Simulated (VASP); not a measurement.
# MoSe2 (P6_3/mmc) in VASP: a series of runs

The runs below take MoSe2 through single point, relaxation of cell and atoms, with PBEsol.

Program: VASP 6.6.1. These are calculated values, not measurements. Logs are shortened: lines on timing, memory, paths and dates and some standing lists are left out, and cuts for length are marked.

### 1 The cell of the first run

It takes space group P6_3/mmc (No. 194, hexagonal). Conventional cell: a = 3.269 Å, b = 3.269 Å, c = 13.109 Å, α = 90.00°, β = 90.00°, γ = 120.00°. Mo (site symmetry -6m2) has 6 Se at 2.52 Å and 6 Mo at 3.27 Å within 3.3 Å. Se (site symmetry 3m) has 3 Mo at 2.52 Å and 6 Se at 3.27 Å within 3.3 Å.

### 2 Single point, PBEsol

The input, INCAR:

```
PREC = Accurate ; ENCUT = 520
EDIFF = 1E-7 ; ISMEAR = 0
SIGMA = 0.02 ; LREAL = F
LASPH = T ; NELM = 80
ALGO = Normal ; ISIF = 2
LWAVE = F ; LCHARG = T
GGA = PS ; LELF = T
LVHAR = T ; NBANDS = 35
```

The input, KPOINTS:

```
Automatic mesh
0
Gamma
  12 12 2
```

The input, POSCAR:

```
MoSe2
1.0
    3.2693322478      0.0000000000      0.0000000000
   -1.6346661239      2.8313247800      0.0000000000
    0.0000000000      0.0000000000     13.1091992251
Mo Se
2 4
Direct
    0.3333333333      0.6666666667      0.2500000000
    0.6666666667      0.3333333333      0.7500000000
    0.3333333333      0.6666666667      0.6230427517
    0.6666666667      0.3333333333      0.1230427517
    0.3333333333      0.6666666667      0.8769572483
    0.6666666667      0.3333333333      0.3769572483
```

Potentials or basis: VASP PAW PBE potentials, release 64 (Mo_sv, Se).

Launch:

```sh
cat potpaw_PBE.64/Mo_sv/POTCAR potpaw_PBE.64/Se/POTCAR > POTCAR
mpirun -np 1 vasp_std > vasp.out
```

OUTCAR:

```text
PREC = Accurate
   ENCUT = 520
   EDIFF = 1E-7
   ISMEAR = 0
   LREAL = F
   LASPH = T
   NELM = 80
   ISIF = 2
   GGA = PS

 ion  position               nearest neighbor table
   1  0.333  0.667  0.250-   4 2.52   6 2.52   4 2.52   6 2.52   4 2.52   6 2.52
   2  0.667  0.333  0.750-   3 2.52   5 2.52   3 2.52   5 2.52   3 2.52   5 2.52
   3  0.333  0.667  0.623-   2 2.52   2 2.52   2 2.52
   4  0.667  0.333  0.123-   1 2.52   1 2.52   1 2.52
   5  0.333  0.667  0.877-   2 2.52   2 2.52   2 2.52
   6  0.667  0.333  0.377-   1 2.52   1 2.52   1 2.52

  LATTYP: Found a hexagonal cell.
 ALAT       =     3.2693322478
 C/A-ratio  =     4.0097482395

  Lattice vectors:

 A1 = (   3.2693322478,   0.0000000000,   0.0000000000)
 A2 = (  -1.6346661239,   2.8313247800,   0.0000000000)
 A3 = (   0.0000000000,   0.0000000000,  13.1091992251)

Analysis of symmetry for initial positions (statically):
=====================================================================
 Subroutine PRICEL returns:
 Original cell was already a primitive cell.

 Routine SETGRP: Setting up the symmetry group for a
 hexagonal supercell.

 Subroutine GETGRP returns: Found 24 space group operations
 (whereof 12 operations were pure point group operations)
 out of a pool of 24 trial point group operations.

The static configuration has the point symmetry D_3d.
 The point group associated with its full space group is D_6h.

Analysis of symmetry for dynamics (positions and initial velocities):
=====================================================================
 Subroutine PRICEL returns:
 Original cell was already a primitive cell.

 Routine SETGRP: Setting up the symmetry group for a
 hexagonal supercell.

 Subroutine GETGRP returns: Found 24 space group operations
 (whereof 12 operations were pure point group operations)
 out of a pool of 24 trial point group operations.

The dynamic configuration has the point symmetry D_3d.
 The point group associated with its full space group is D_6h.

 Subroutine INISYM returns: Found 24 space group operations
 (whereof 12 operations are pure point group operations),
 and found     1 'primitive' translations

----------------------------------------------------------------------------------------

                                     Primitive cell

  volume of cell :     121.3458

  direct lattice vectors                    reciprocal lattice vectors
     3.269332248  0.000000000  0.000000000     0.305872858  0.176595777  0.000000000
    -1.634666124  2.831324780  0.000000000     0.000000000  0.353191554  0.000000000
     0.000000000  0.000000000 13.109199225     0.000000000  0.000000000  0.076282310

  length of vectors
     3.269332248  3.269332248 13.109199225     0.353191554  0.353191554  0.076282310

  position of ions in fractional coordinates (direct lattice)
     0.333333333  0.666666667  0.250000000
     0.666666667  0.333333333  0.750000000
     0.333333333  0.666666667  0.623042752
     0.666666667  0.333333333  0.123042752
     0.333333333  0.666666667  0.876957248
     0.666666667  0.333333333  0.376957248

  ion indices of the primitive-cell ions
   primitive index   ion index
                 1           1
                 2           2
                 3           3
                 4           4
                 5           5
                 6           6

----------------------------------------------------------------------------------------

 KPOINTS: Automatic mesh

Automatic generation of k-mesh.
 Grid dimensions read from file:
 generate k-points for:   12   12    2

 Generating k-lattice:

  Cartesian coordinates                     Fractional coordinates (reciprocal lattice)
     0.025489405  0.014716315  0.000000000     0.083333333  0.000000000  0.000000000
     0.000000000  0.029432630  0.000000000     0.000000000  0.083333333  0.000000000
     0.000000000  0.000000000  0.038141155     0.000000000  0.000000000  0.500000000

  Length of vectors
     0.029432630  0.029432630  0.038141155

  Shift w.r.t. Gamma in fractional coordinates (k-lattice)
     0.000000000  0.000000000  0.000000000

 Subroutine IBZKPT returns following result:
 ===========================================

 Found     38 irreducible k-points:

 Following reciprocal coordinates:
            Coordinates               Weight
  0.000000  0.000000  0.000000      1.000000
  0.083333 -0.000000  0.000000      6.000000
  0.166667 -0.000000  0.000000      6.000000
  0.250000 -0.000000  0.000000      6.000000
  0.333333 -0.000000  0.000000      6.000000
  0.416667  0.000000  0.000000      6.000000
[... 16 lines left out ...]
  0.250000 -0.000000  0.500000      6.000000
  0.333333 -0.000000  0.500000      6.000000
 [... further k-points ...]
   k-points           NKPTS =     38   k-points in BZ     NKDIM =     38   number of bands    NBANDS=     35
   number of dos      NEDOS =    301   number of ions     NIONS =      6
   total plane-waves  NPLWV =  56448
   dimension x,y,z NGX =    24 NGY =   24 NGZ =   98
   dimension x,y,z NGXF=    48 NGYF=   48 NGZF=  196
   ions per type =               2   4
   NGX,Y,Z   is equivalent  to a cutoff of  12.20, 12.20, 12.43 a.u.
   NGXF,Y,Z  is equivalent  to a cutoff of  24.41, 24.41, 24.86 a.u.
 SYSTEM =  unknown system
   PREC   = accura    normal or accurate (medium, high low for compatibility)
   ISTART =      0    job   : 0-new  1-cont  2-samecut
   ICHARG =      2    charge: 1-file 2-atom 10-const
   ISPIN  =      1    spin polarized calculation?
   LNONCOLLINEAR =      F non collinear calculations
   LSORBIT =      F    spin-orbit coupling
   LASPH  =      T    aspherical Exc in radial PAW
   ENCUT  =  520.0 eV  38.22 Ry    6.18 a.u.   6.08  6.08 24.37*2*pi/ulx,y,z
   NELM   =     80;   NELMIN=  2; NELMDL= -5     # of ELM steps
   EDIFF  = 0.1E-06   stopping-criterion for ELM
   LREAL  =      F    real-space projection
   EDIFFG = 0.1E-05   stopping-criterion for IOM
   NSW    =      0    number of steps for IOM
   IBRION =     -1    ionic relax: 0-MD 1-quasi-New 2-CG
   NFREE  =      0    steps in history (QN), initial steepest desc. (CG)
   ISIF   =      2    stress and relaxation
   ISYM   =      2    0-nonsym 1-usesym 2-fastsym
   POTIM  = 0.5000    time-step for ionic-motion
   TEBEG  =    0.0;   TEEND  =   0.0 temperature during run
   PSTRESS=    0.0 pullay stress
   NELECT =      52.0000    total number of electrons
   NUPDOWN=      -1.0000    fix difference up-down
   EMIN   =  10.00;   EMAX   =-10.00  energy-range for DOS
   EFERMI =   0.00;   METHOD = LEGACY
   ISMEAR =     0;   SIGMA  =   0.02  broadening in eV -4-tet -1-fermi 0-gaus
   EFERMI_NEDOS =   21; number of points for ismear=-14 and -15
   IALGO  =     38    algorithm
   IMIX   =      4    mixing-type and parameters
     AMIX     =   0.40;   BMIX     =  1.00
     AMIX_MAG =   1.60;   BMIX_MAG =  1.00
  volume/ion in A,a.u.               =      20.22       136.48
  Fermi-wavevector in a.u.,A,eV,Ry     =   1.234244  2.332383 20.726543  1.523358
  Thomas-Fermi vector in A             =   2.368942
   LORBIT       =      0    0 simple, 1 ext, 2 COOP (PROOUT), +10 PAW based schemes
   GGA     = PS    functional components
   LHFCALC =     F    Hartree Fock is set to
   AEXX    =    0.0000 exact exchange contribution
   IVDW    =     0    specifies the selected vdW correction
   LEPSILON=     F    determine dielectric tensor
   LRPA    =     F    only Hartree local field effects (RPA)
 non-spin polarized calculation
 Gauss-broadening in eV      SIGMA  =   0.02
  energy-cutoff  :      520.00
  volume of cell :      121.35
 maximum number of plane-waves:      3304
   NGX = 13   NGY = 13   NGZ = 49

 number of electron      52.0000002 magnetization

 Free energy of the ion-electron system (eV)
  ---------------------------------------------------
  ext. energy  EPLUGINS =         0.00000000
  ---------------------------------------------------
  free energy    TOTEN  =       -43.26247642 eV

  energy without entropy =      -43.26247642  energy(sigma->0) =      -43.26247642

 E-fermi :   6.3156     XC(G=0): -10.8044

 val. band max:        6.2128365582   @ k =   0.0000   0.0000   0.0000
 cond. band min:       7.1204691790   @ k =   0.1667   0.1667   0.0000
 fundamental gap:      0.9076326208
 Fermi energy:         6.3155877385

 k-point     1 :       0.0000    0.0000    0.0000
  band No.  band energies     occupation
      1     -54.7865      2.00000
      2     -54.7865      2.00000
      3     -28.9999      2.00000
      4     -28.9999      2.00000
      5     -28.7851      2.00000
      6     -28.7851      2.00000
[... 27 lines left out ...]
     34       9.2165      0.00000
     35      11.5525      0.00000

 k-point     2 :       0.0833   -0.0000    0.0000
  band No.  band energies     occupation
      1     -54.7848      2.00000
      2     -54.7848      2.00000
      3     -28.9958      2.00000
      4     -28.9958      2.00000
      5     -28.8048      2.00000
      6     -28.8048      2.00000
[... 27 lines left out ...]
     34       9.0756      0.00000
     35      12.1221      0.00000

 k-point     3 :       0.1667   -0.0000    0.0000
  band No.  band energies     occupation
      1     -54.7798      2.00000
      2     -54.7798      2.00000
      3     -28.9845      2.00000
      4     -28.9845      2.00000
      5     -28.8582      2.00000
      6     -28.8582      2.00000
[... 27 lines left out ...]
     34       9.4462      0.00000
     35      12.9599      0.00000

 k-point     4 :       0.2500   -0.0000    0.0000
  band No.  band energies     occupation
      1     -54.7731      2.00000
      2     -54.7731      2.00000
      3     -28.9691      2.00000
      4     -28.9691      2.00000
      5     -28.9303      2.00000
      6     -28.9303      2.00000
[... 27 lines left out ...]
     34       9.8205      0.00000
     35      13.1891      0.00000

 k-point     5 :       0.3333   -0.0000    0.0000
  band No.  band energies     occupation
      1     -54.7664      2.00000
      2     -54.7664      2.00000
      3     -29.0016      2.00000
      4     -29.0016      2.00000
      5     -28.9536      2.00000
      6     -28.9536      2.00000
[... 638 lines left out ...]
 k-point    22 :       0.1667   -0.0000    0.5000
  band No.  band energies     occupation
      1     -54.7798      2.00000
      2     -54.7798      2.00000
      3     -28.9845      2.00000
      4     -28.9845      2.00000
      5     -28.8582      2.00000
      6     -28.8582      2.00000
[... 27 lines left out ...]
     34       9.3710      0.00000
     35      13.3043      0.00000

 k-point    23 :       0.2500   -0.0000    0.5000
  band No.  band energies     occupation
      1     -54.7731      2.00000
      2     -54.7731      2.00000
      3     -28.9691      2.00000
      4     -28.9691      2.00000
      5     -28.9303      2.00000
      6     -28.9303      2.00000
[... 27 lines left out ...]
     34       9.6928      0.00000
     35      13.3574      0.00000

 k-point    24 :       0.3333   -0.0000    0.5000
  band No.  band energies     occupation
      1     -54.7664      2.00000
      2     -54.7664      2.00000
      3     -29.0016      2.00000
      4     -29.0016      2.00000
      5     -28.9536      2.00000
      6     -28.9536      2.00000
[... 27 lines left out ...]
     34       9.9101      0.00000
     35      12.6633      0.00000

 [... further k-points ...]
[... 5 lines left out ...]
  --------------------------------------------------------------------------------------
  -------------------------------------------------------------------------------------
  Total        0.2280176      0.2280176      0.3371294      0.0000000      0.0000000      0.0000000
  in kB        3.0106070      3.0106070      4.4512530      0.0000000      0.0000000      0.0000000
  external PRESSURE =       3.4908223 kB  Pullay stress =       0.0000000 kB

 VOLUME and BASIS-vectors are now :
 -----------------------------------------------------------------------------
  energy-cutoff  :      520.00
  volume of cell :      121.35
      direct lattice vectors                 reciprocal lattice vectors
     3.269332248  0.000000000  0.000000000     0.305872858  0.176595777  0.000000000
    -1.634666124  2.831324780  0.000000000     0.000000000  0.353191554  0.000000000
     0.000000000  0.000000000 13.109199225     0.000000000  0.000000000  0.076282310

 POSITION                                       TOTAL-FORCE (eV/Angst)
 -----------------------------------------------------------------------------------
     -0.00000      1.88755      3.27730         0.000000     -0.000000     -0.000000
      1.63467      0.94377      9.83190        -0.000000     -0.000000     -0.000000
     -0.00000      1.88755      8.16759         0.000000      0.000000     -0.045944
      1.63467      0.94377      1.61299         0.000000      0.000000     -0.045944
     -0.00000      1.88755     11.49621         0.000000      0.000000      0.045944
      1.63467      0.94377      4.94161         0.000000      0.000000      0.045944
 -----------------------------------------------------------------------------------
    total drift:                               -0.000000      0.000000     -0.000000

  FREE ENERGIE OF THE ION-ELECTRON SYSTEM (eV)
  ---------------------------------------------------
  free  energy   TOTEN  =       -43.2624764224 eV

  energy  without entropy=      -43.2624764224  energy(sigma->0) =      -43.26247642
```

It took 6.2 min on 1 thread of AMD EPYC 7R13, shared host; peak memory 0.26 GiB.

Results:

```
Free energy            : -43.2625 eV
Pressure               : 0.3 GPa
Largest force          : 0.046 eV/Å
Band gap on the k mesh : 0.91 eV, indirect (least direct gap 1.49 eV)
```

Forces on the atoms (eV/Å):
```
Mo   0.000  0.000  0.000
Mo   0.000  0.000  0.000
Se   0.000  0.000 -0.046
Se   0.000  0.000 -0.046
Se   0.000  0.000  0.046
Se   0.000  0.000  0.046
```

Levels at points of the mesh, in eV from the valence-band top:
```
           k point  band 22  band 23  band 24  band 25  band 26  band 27  band 28  band 29  band 30  band 31
(0.00, 0.00, 0.00)    -1.42    -1.42    -1.10    -0.89     0.00     2.63     2.63     2.69     2.69     2.84
(0.50, 0.00, 0.00)    -2.19    -1.13    -1.06    -1.03    -0.81     1.68     1.72     1.93     2.26     2.80
(0.00, 0.00, 0.50)    -1.44    -1.44    -1.44    -0.20    -0.20     2.65     2.65     2.65     2.65     2.93
(0.50, 0.00, 0.50)    -2.32    -1.08    -1.08    -0.92    -0.92     1.70     1.70     2.11     2.11     3.24
```

Caveat: the PAW data sets were made with another functional, which shifts forces and pressure a little; this functional lacks dispersion, which binds the layers, so the pressure and a relaxed spacing across them are unreliable. PBEsol gaps usually lie below the measured ones, often by a third to a half.

### 3 Relaxation of cell and atoms, PBEsol

The input, INCAR:

```
SYSTEM = MoSe2
PREC = Accurate ; ENCUT = 600
EDIFF = 1E-6 ; ISMEAR = 0
SIGMA = 0.02 ; LREAL = .FALSE.
LASPH = .TRUE. ; NELM = 60
ALGO = Normal ; ISIF = 3
LWAVE = .FALSE. ; LCHARG = .FALSE.
GGA = PS ; IBRION = 2
NSW = 100 ; EDIFFG = -0.005
```

The input, KPOINTS:

```
regular mesh
0
G
  12 12 2
  0 0 0
```

The input, POSCAR:

```
MoSe2
1.0
    3.2685285653      0.0000000000      0.0000000000
   -1.6342642827      2.8306287705      0.0000000000
    0.0000000000      0.0000000000     13.0950318832
Mo Se
2 4
Direct
    0.3333333333      0.6666666667      0.2500000000
    0.6666666667      0.3333333333      0.7500000000
    0.3333333333      0.6666666667      0.6228546753
    0.6666666667      0.3333333333      0.1228546753
    0.3333333333      0.6666666667      0.8771453247
    0.6666666667      0.3333333333      0.3771453247
```

Potentials or basis: VASP PAW PBE potentials, release 64 (Mo_sv, Se).

Launch:

```sh
cat potpaw_PBE.64/Mo_sv/POTCAR potpaw_PBE.64/Se/POTCAR > POTCAR
mpirun -np 1 vasp_std > vasp.out
```

It took 18 min on 1 thread of AMD EPYC 7R13, shared host; peak memory 0.35 GiB.

Results (log left out):

| Quantity | Value |
| --- | --- |
| Free energy | -43.2635 eV |
| Relaxed volume | 20.24 Å³/atom |
| Relaxed cell | a = 3.271 Å, b = 3.271 Å, c = 13.104 Å, α = 90.00°, β = 90.00°, γ = 120.00° |
| Space group after relaxing (to 0.05 Å) | P6_3/mmc (No. 194) |
| Energy gained by relaxing | 0.1 meV/atom |
| Ionic steps | 5 |
| Pressure after relaxing | 0.0 GPa |
| Largest force after relaxing | 0.003 eV/Å |
| Band gap on the k mesh | 0.90 eV, indirect (least direct gap 1.49 eV) |

Forces in eV/Å, atoms in the order of the input:
```
Mo   0.000  0.000  0.000
Mo   0.000  0.000  0.000
Se   0.000  0.000  0.003
Se   0.000  0.000  0.003
Se   0.000  0.000 -0.003
Se   0.000  0.000 -0.003
```

The path:
```csv
step,energy change (eV),largest force (eV/Å),pressure (GPa),volume (Å³)
1,0.0000,0.0379,0.34,121.16
2,0.0009,0.0932,-0.62,121.90
3,-0.0003,0.0062,0.01,121.40
4,-0.0003,0.0065,0.01,121.41
5,-0.0003,0.0031,0.00,121.44
```

Final structure:
```
Mo Se
1.0
     3.27130    0.00000    0.00000
    -1.63565    2.83303    0.00000
     0.00000    0.00000   13.10353
Mo Se
2 4
Direct
  0.33333 0.66667 0.25000
  0.66667 0.33333 0.75000
  0.33333 0.66667 0.62282
  0.66667 0.33333 0.12282
  0.33333 0.66667 0.87718
  0.66667 0.33333 0.37718
```

Levels at points of the mesh, in eV from the valence-band top:
| k point | band 23 | band 24 | band 25 | band 26 | band 27 | band 28 | band 29 | band 30 |
| --- | --- | --- | --- | --- | --- | --- | --- | --- |
| (0.00, 0.00, 0.00) | -1.41 | -1.10 | -0.88 | 0.00 | 2.62 | 2.62 | 2.68 | 2.68 |
| (0.50, 0.00, 0.00) | -1.13 | -1.05 | -1.02 | -0.81 | 1.68 | 1.72 | 1.93 | 2.26 |
| (0.00, 0.00, 0.50) | -1.43 | -1.43 | -0.20 | -0.20 | 2.64 | 2.64 | 2.64 | 2.64 |
| (0.50, 0.00, 0.50) | -1.08 | -1.08 | -0.92 | -0.92 | 1.70 | 1.70 | 2.11 | 2.11 |

Caveat: the PAW data sets were made with another functional, which shifts forces and pressure a little; this functional lacks dispersion, which binds the layers, so the pressure and a relaxed spacing across them are unreliable. A k mesh can miss the band edges.
